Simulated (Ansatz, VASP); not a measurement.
## One calculation of Nb2PdS2, two programs

```xyz
5
Lattice="3.3548 0.0000 0.0000 -1.6774 2.9054 0.0000 0.0000 0.0000 8.7714" Properties=species:S:1:pos:R:3 pbc="T T T"
Nb   -0.0002    1.9370    1.2368
Nb    1.6776    0.9684    7.5346
S    -0.0002    1.9370    5.8505
S     1.6776    0.9684    2.9209
Pd    0.0000    0.0000    0.0000
```

Alike in both runs: task relaxation of cell and atoms; functional PBE; k mesh 6 × 6 × 2; no spin polarisation.

```csv
,VASP,Ansatz
version,VASP 6.6.1,Ansatz 0.2.0
potentials or method,"VASP PAW PBE potentials, release 64 (Nb_sv, S, Pd), cutoff 600 eV",PAW plane waves
occupations,"methfessel-paxton of order 1, width 0.1525 eV","cold, width 0.1525 eV"
valence electrons in the cell,48,56
```

```tsv
	VASP	Ansatz	Ansatz less VASP
gap on the k mesh at the Fermi level, each at its own relaxed structure (eV)	none	none	-
relaxed volume (Å³/atom)	18.69	18.78	+0.091
relaxed cell length with the largest relative difference (Å)	10.916	10.945	+0.0292
```

A gap of «none» marks a metal or a gap that the smearing closes. VASP's potentials hold 48 valence electrons a cell and Ansatz's 56, so a difference there can come from the potentials and not from the codes. Ansatz's warnings: structure snapped to symmetry.

The k mesh is coarse, so the values compare programs but aren't converged.
